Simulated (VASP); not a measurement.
A run of VASP 6.6.1 is set up as follows.

File INCAR:

```
SYSTEM = AsAu
PREC = Accurate
ENCUT = 520
EDIFF = 1E-7
ISMEAR = -1
SIGMA = 0.08
LREAL = .FALSE.
LASPH = .TRUE.
NELM = 60
ALGO = Normal
ISIF = 2
LWAVE = .FALSE.
LCHARG = .FALSE.
GGA = PE
NBANDS = 15
```

Contents of KPOINTS:

```
regular mesh
0
G
  11 11 11
  0 0 0
```

The input POSCAR:

```
AsAu
1.0
    0.0000000000      2.9202842861      2.9202842861
    2.9202842861      0.0000000000      2.9202842861
    2.9202842861      2.9202842861      0.0000000000
Au As
1 1
Direct
    0.0000000000      0.0000000000      0.0000000000
    0.2500000000      0.2500000000      0.2500000000
```

Potentials or basis: VASP PAW PBE potentials, release 64 (Au, As).

Launch:

```bash
$ cat potpaw_PBE.64/Au/POTCAR potpaw_PBE.64/As/POTCAR > POTCAR
$ mpirun -np 1 vasp_std > vasp.out
```

Question: Estimate the band gap on the k mesh.

Answer: Zero (bands 8 and 9 overlap by 3.60 eV).

Question: What does it give for the pressure?

Answer: -0.1 GPa.

Caveat: spin-orbit coupling is left out, which moves the levels of the heavy elements.
